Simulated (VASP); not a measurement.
Here is a VASP 6.6.1 calculation.

The input INCAR:

```
PREC     = Accurate       # precision mode
ENCUT    = 520            # plane-wave cutoff, eV
EDIFF    = 1E-7           # SCF threshold, eV
ISMEAR   = 0              # smearing method
SIGMA    = 0.1            # smearing width, eV
LREAL    = F              # projectors in reciprocal space
LASPH    = T              # aspherical terms in the spheres
NELM     = 150            # most SCF steps
ALGO     = Fast           # electronic algorithm
ISIF     = 2              # what is computed and relaxed
LWAVE    = F              # write WAVECAR
LCHARG   = F              # write CHGCAR
ISPIN    = 2              # spin polarisation
MAGMOM   = 2.06           # initial moments
LORBIT   = 11             # projections on sites
LMAXMIX  = 4              # l up to which the mixer works
GGA      = PE             # functional
NBANDS   = 14             # bands
```

Contents of KPOINTS:

```
Automatic mesh
0
Gamma
  20 20 20
```

Contents of POSCAR:

```
Co
1.0
   -1.4048018180      1.4048018180      1.4048018180
    1.4048018180     -1.4048018180      1.4048018180
    1.4048018180      1.4048018180     -1.4048018180
Co
1
Direct
    0.0000000000      0.0000000000      0.0000000000
```

Potentials or basis: VASP PAW PBE potentials, release 64 (Co).

Command:

```bash
$ cat potpaw_PBE.64/Co/POTCAR > POTCAR
$ mpirun -np 1 vasp_std > vasp.out
```

(1) What does it give for the net moment?

(2) Predict the site moments.

Results:

(1) 1.73 μB per cell.

(2) Co +1.75 μB.
